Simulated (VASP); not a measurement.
Wanted: the native input for a VASP 6.6.1 run.

| Property | Result |
| --- | --- |
| Task | single point |
| Functional | LDA |
| Potentials or basis | VASP PAW LDA potentials, release 64 (Si, P) |
| Cutoff | 520 eV |
| k mesh | 1 × 1 × 1 |
| Occupations | gaussian, width 0.02 eV |
| Spin | collinear spin |
| Dipole correction | no |
| Further INCAR settings | LREAL = Auto; ALGO = Normal; EDIFF = 1e-07; NBANDS = 168 |

The structure of Si62P (a cell with a defect) lies in POSCAR:

```
Si62P
1.0
   10.8600000000      0.0000000000      0.0000000000
    0.0000000000     10.8600000000      0.0000000000
    0.0000000000      0.0000000000     10.8600000000
Si P
62 1
Direct
    0.4989697053      0.0003295580     -0.0034306630
    0.7519160221      0.2570381215     -0.0111213628
    0.8712747698      0.3726807551      0.1252402394
    0.8605156538      0.1234656538      0.3684104972
   -0.0028067219     -0.0009231123      0.0034422652
    0.1248085635      0.1244032228      0.1251383057
    0.2541871087      0.2481420810      0.0032048803
    0.3903372007      0.3592433702      0.1309234807
    0.5015465009      0.4960604052      0.0034534991
    0.6250624309      0.6254022099      0.1256079190
    0.7514208103      0.7522069061      0.0037135359
    0.8711260589      0.8788158379      0.1317627072
    0.2494437385      0.0000011971      0.2512213628
    0.3728355433      0.1231601289      0.3798949355
    0.5164684162      0.2311658379      0.2599610497
    0.6263844383      0.3750797422      0.3787918969
    0.7489433702      0.4998862799      0.2509356354
    0.8743464088      0.6268799263      0.3736546961
    0.4959573665     -0.0006938306      0.5051007366
    0.6242451197      0.1254014733      0.6257343462
    0.7506230203      0.2512300184      0.5029648250
    0.8792860958      0.3740313076      0.6274101289
    0.7502801105     -0.0005206262      0.7490475138
    0.8742698895      0.1231659300      0.8758095764
   -0.0011297422      0.4984389503     -0.0017945672
    0.1303979742      0.6205348987      0.1231668508
    0.2509964088      0.7517472376     -0.0028785451
    0.3770391344      0.8779924494      0.1256846225
   -0.0047804788      0.2463976980      0.2486238490
    0.1218844383      0.3755491713      0.3717515654
    0.2569623389      0.4923267956      0.2468474217
    0.3738687845      0.6252155617      0.3737574586
    0.5006796501      0.7524946593      0.2497723757
    0.6217707182      0.8898067219      0.3684860037
   -0.0075103131      0.0001820442      0.4924056169
    0.1218825967      0.1236605893      0.6199966851
    0.2459651013      0.2542766114      0.4988627072
    0.3742116022      0.3751427256      0.6253829650
    0.4970007366      0.5023720994      0.4998391344
    0.6269998158      0.6308976980      0.6181890424
    0.7487546961      0.7599628913      0.4898699816
    0.8744627072      0.8750346225      0.6226366483
    0.2475394107     -0.0007327808      0.7476135359
    0.3752437385      0.1236028545      0.8742484346
    0.4994631676      0.2503679558      0.7498851750
    0.6257462247      0.3798240331      0.8695212707
    0.7521865562      0.5054997238      0.7440418048
    0.8745589319      0.6266610497      0.8756835175
    0.0024947514      0.7473460405      0.2479973297
    0.1235272560      0.8743777164      0.3744997238
   -0.0013851750      0.5012883978      0.4990262431
    0.1248213628      0.6242186004      0.6253839779
    0.2486595764      0.7499392265      0.5002122468
    0.3750215470      0.8699231123      0.6297122468
    0.0031844383      0.2484390424      0.7523866483
    0.1282022099      0.3733657459      0.8781104052
    0.2499896869      0.4999161142      0.7510940147
    0.3765429098      0.6219945672      0.8782236648
    0.5022128913      0.7469810313      0.7535171271
    0.6274232044      0.8765686004      0.8775085635
   -0.0008958564      0.7504269797      0.7489145488
    0.1227662983      0.8765094843      0.8750059853
    0.7137409761      0.0336905157      0.2376371087
```

These files were run (other wordings do the same):

INCAR

```
ALGO = Normal
EDIFF = 1E-7
ENCUT = 520
GGA = CA
ISIF = 2
ISMEAR = 0
ISPIN = 2
LASPH = T
LCHARG = T
LELF = T
LORBIT = 11
LREAL = Auto
LUSENCCL = F
LVHAR = T
LWAVE = F
MAGMOM = 0 0 0 0 0 0 0 0 0 0 0 0 0 0 0 0 0 0 0 0 0 0 0 0 0 0 0 0 0 0 0 0 0 0.11 0 0 0 0 0 0 0 0 0 0 0 0 0 0 0 0 0 0 0 0 0 0 0 0 0 0 0 0 0
NBANDS = 168
NELM = 150
PREC = Accurate
SIGMA = 0.02
```

KPOINTS

```
k-points
0
Gamma
  1 1 1
```

Potentials or basis: VASP PAW LDA potentials, release 64 (Si, P).

Run with:

```sh
$ cat potpaw_LDA.64/Si/POTCAR potpaw_LDA.64/P/POTCAR > POTCAR
$ mpirun -np 1 vasp_gam > vasp.out
```

It gave:

```yaml
Pressure: -1.8 GPa
Largest_force: 0.785 eV/Å
Net_moment: 0.98 μB per cell
Site_moments: Si +0.02, +0.00, +0.01, +0.04, -0.00, +0.05 (each value once); P +0.01 μB
Valence_electrons_inside_the_program's_atomic_spheres: Si 1.66, 1.67, 1.70, 1.71, 1.68, 1.65, 1.64, 1.72, 1.69 (each value once); P 2.44
```

Caveat: the k points lie up to 0.58 Å⁻¹ apart.

It took 69 s on 1 × NVIDIA H100 80GB with 1 thread of AMD EPYC 7R13 Processor (Zen 3), with other jobs on the host, peak memory 1.9 GiB.
